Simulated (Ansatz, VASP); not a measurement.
GaSb: VASP and Ansatz over several settings

```
CELL_PARAMETERS angstrom
0.00000 3.09925 3.09925
3.09925 0.00000 3.09925
3.09925 3.09925 0.00000
ATOMIC_POSITIONS crystal
Sb 0.75000 0.75000 0.75000
Ga 0.00000 0.00000 0.00000
```

Single points on this cell with VASP 6.6.1 and Ansatz 0.2.0. Each row is one pair of runs. Alike in all rows: spin: off; smearing: fermi-dirac, width 0.05 eV.

```tsv
level	k mesh	VASP's potentials, cutoff	Ansatz's potentials, cutoff	gap on the k mesh at the Fermi level (eV), VASP	gap on the k mesh at the Fermi level (eV), Ansatz	pressure (GPa), VASP	pressure (GPa), Ansatz
BHLYP	4 × 4 × 4	VASP PAW PBE potentials, release 64 (Sb, Ga_d), 520 eV	Ansatz PAW, 420 eV	2.95	2.57	-2.8	-0.7
b88 exchange, pbe correlation	8 × 8 × 8	VASP PAW PBE potentials, release 64 (Sb, Ga_d), 500 eV	Ansatz PAW, 420 eV	?	none	?	0.2
r2SCAN+D4	8 × 8 × 8	VASP PAW PBE potentials, release 64 (Sb, Ga_d), 520 eV	Ansatz PAW, 500 eV	0.16	0.17	-2.2	-2.3
```

Q: Fill in what VASP gave in row 2.

A: gap on the k mesh at the Fermi level (eV): none; pressure (GPa): 0.3.

VASP's potentials hold 18 valence electrons a cell and Ansatz's 28, so a difference there can come from the potentials and not from the codes.

A gap of «none» marks a metal or a gap that the smearing closes.

The k mesh is coarse in some rows, so the values compare programs but aren't converged. Neither program's run includes spin-orbit coupling.
